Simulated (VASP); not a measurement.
Wanted: the native input for a VASP 6.6.1 run.

```
Task                   : single point
Functional             : LDA
Potentials or basis    : VASP PAW LDA potentials, release 64 (Ti_sv, C)
Cutoff                 : 520 eV
k mesh                 : 8 × 8 × 8
Occupations            : gaussian, width 0.1 eV
Spin                   : no spin polarisation
Dipole correction      : no
Further INCAR settings : ALGO = Normal; EDIFF = 1e-06; NBANDS = 15
```

The structure of TiC lies in POSCAR:

```
TiC
1.0
    0.0000000000      2.1303899794      2.1303899794
    2.1303899794      0.0000000000      2.1303899794
    2.1303899794      2.1303899794      0.0000000000
Ti C
1 1
Direct
    0.0000000000      0.0000000000      0.0000000000
    0.5000000000      0.5000000000      0.5000000000
```

The input as run:

INCAR

```
SYSTEM = TiC
PREC = Accurate ; ENCUT = 520
EDIFF = 1E-6 ; ISMEAR = 0
SIGMA = 0.1 ; LREAL = .False.
LASPH = .True. ; NELM = 80
ALGO = Normal ; ISIF = 2
LWAVE = .False. ; LCHARG = .False.
NBANDS = 15
```

KPOINTS

```
regular mesh
0
Gamma
  8 8 8
  0 0 0
```

Potentials or basis: VASP PAW LDA potentials, release 64 (Ti_sv, C).

Command:

```console
$ cat potpaw_LDA.64/Ti_sv/POTCAR potpaw_LDA.64/C/POTCAR > POTCAR
$ mpirun -np 1 vasp_std > vasp.out
```

Results of the run:

```yaml
Pressure: 0.7 GPa
Band_gap_on_the_k_mesh: zero (bands 8 and 9 overlap by 1.06 eV)
```

Wall time 5.9 s on 1 thread of Intel Xeon 8259CL (shared host), peak memory 0.13 GiB.
